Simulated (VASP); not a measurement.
## PbSe: single point with PBEsol

The system is PbSe.

```xyz
4
Lattice="2.1549 -6.1339 0.0000 2.1549 6.1339 0.0000 0.0000 0.0000 4.4505" Properties=species:S:1:pos:R:3 pbc="T T T"
Pb    2.1549   -1.6164    3.3379
Pb    2.1549    1.6164    1.1126
Se    2.1549   -4.4323    3.3379
Se    2.1549    4.4323    1.1126
```

```
Program             : VASP 6.6.1
Task                : single point
Functional          : PBEsol
Potentials or basis : VASP PAW PBE potentials, release 64 (Pb_d, Se)
Cutoff              : 520 eV
k mesh              : 6 × 6 × 4
Occupations         : gaussian, width 0.01 eV
Spin                : no spin polarisation
```

| Property | Result |
| --- | --- |
| Pressure | -1.8 GPa |
| Largest force | 0.038 eV/Å |
| Band gap on the k mesh | 1.14 eV, indirect (least direct gap 1.43 eV) |

Forces in eV/Å, atoms in the order of the input:
```
Pb   0.000 -0.018  0.000
Pb   0.000  0.018  0.000
Se   0.000 -0.038  0.000
Se   0.000  0.038  0.000
```

Stress tensor (GPa, compression positive):
```
-1.88  0.00  0.00
 0.00 -1.52  0.00
 0.00  0.00 -1.97
```

Levels at points of the mesh, in eV from the valence-band top:
| k point | band 16 | band 17 | band 18 | band 19 | band 20 | band 21 | band 22 | band 23 | band 24 | band 25 |
| --- | --- | --- | --- | --- | --- | --- | --- | --- | --- | --- |
| (0.00, 0.00, 0.00) | -2.79 | -2.12 | -1.51 | -1.24 | -0.34 | 4.44 | 4.45 | 4.70 | 5.33 | 5.37 |
| (0.50, 0.00, 0.00) | -1.81 | -1.15 | -0.87 | -0.44 | -0.22 | 1.51 | 1.63 | 1.87 | 2.71 | 2.72 |
| (0.50, 0.50, 0.00) | -2.39 | -1.77 | -1.68 | -1.04 | -0.54 | 1.14 | 4.30 | 4.44 | 4.55 | 4.96 |
| (0.00, 0.00, 0.50) | -2.60 | -0.83 | -0.83 | 0.00 | 0.00 | 1.52 | 1.52 | 2.37 | 2.37 | 4.89 |
| (0.50, 0.00, 0.50) | -4.09 | -3.02 | -3.02 | -1.23 | -1.23 | 3.16 | 3.16 | 5.45 | 5.45 | 6.12 |
| (0.50, 0.50, 0.50) | -0.96 | -0.93 | -0.93 | -0.38 | -0.38 | 1.32 | 1.32 | 2.83 | 2.83 | 3.12 |

Run time: 94 s on 1 thread of Intel(R) Xeon(R) Platinum 8259CL CPU @ 2.50GHz (Skylake/Cascade Lake), with other jobs on the host, peak memory 0.35 GiB.

Caveat: the PAW data sets were made with another functional, which shifts forces and pressure a little; spin-orbit coupling is left out, which moves the levels of the heavy elements. A k mesh can miss the band edges.
